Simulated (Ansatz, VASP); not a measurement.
## One calculation of Co, two programs

File INCAR:

```
SYSTEM = Co
PREC = Accurate
ENCUT = 520
EDIFF = 1E-7
ISMEAR = 0
SIGMA = 0.15
LREAL = .False.
LASPH = .True.
NELM = 150
ALGO = Normal
ISIF = 2
LWAVE = .False.
LCHARG = .True.
ISPIN = 2
MAGMOM = 1.91 1.91
LORBIT = 11
LMAXMIX = 4
GGA = PS
LELF = .True.
LVHAR = .True.
NBANDS = 20
```

File KPOINTS:

```
Automatic mesh
0
Gamma
  24 24 14
  0 0 0
```

POSCAR

```
Co
1.0
    2.4095832483      0.0000000000      0.0000000000
   -1.2047916242      2.0867603056      0.0000000000
    0.0000000000      0.0000000000      4.3298503835
Co
2
Direct
    0.6666666667      0.3333333333      0.2598610000
    0.3333333333      0.6666666667      0.7401390000
```

Input for Ansatz:

```yaml
crystal:
  lattice:
    - [2.4095832483, 0.0, 0.0]
    - [-1.2047916242, 2.0867603056, 0.0]
    - [0.0, 0.0, 4.3298503835]
  atoms:
    - { symbol: Co, position: [0.6666666667, 0.3333333333, 0.259861], spin: 1.91 }
    - { symbol: Co, position: [0.3333333333, 0.6666666667, 0.740139], spin: 1.91 }
basis:
  ecutwfc: 420
kpoints:
  mp_grid: { grid: [24, 24, 14] }
hamiltonian:
  xc: pbesol
scf:
  occupations: { method: gaussian, width: 0.15 }
output:
  forces: true
  stress: true
  eigenvalues: true
  populations: true
magnetization:
  spin_polarized: true
```

Alike in both runs: task single point; functional PBEsol; k mesh 24 × 24 × 14; occupations gaussian, width 0.15 eV; collinear spin.

```csv
,VASP,Ansatz
version,VASP 6.6.1,Ansatz 0.2.0
potentials or method,"VASP PAW PBE potentials, release 64 (Co), cutoff 520 eV","scalar-relativistic, plane waves, PAW"
valence electrons in the cell,18,34
```

|  | VASP | Ansatz | Ansatz less VASP |
| --- | --- | --- | --- |
| gap on the k mesh at the Fermi level (eV) | none | none | - |
| pressure (GPa) | -7.5 | -6.7 | +0.74 |
| traceless stress, the component that is largest in VASP (GPa) | -18.90 | -19.42 | -0.518 |
| rms of the force components (eV/Å) | 0.129 | 0.136 | +0.0067 |
| net moment per atom (μB) | 1.63 | 1.64 | +0.008 |
| size of the moment on the site where the two differ most (μB) | 1.64 | 1.70 | +0.060 |

VASP's potentials were made for PBE, not for PBEsol. Site moments also hang on the region over which each program counts them. Atom by atom the forces differ by 0.007 eV/Å (rms over components). A gap of «none» marks a metal or a gap that the smearing closes. The functional is the same, so the differences come from potentials, cutoffs and numerics. VASP's potentials hold 18 valence electrons a cell and Ansatz's 34, so a difference there can come from the potentials and not from the codes.
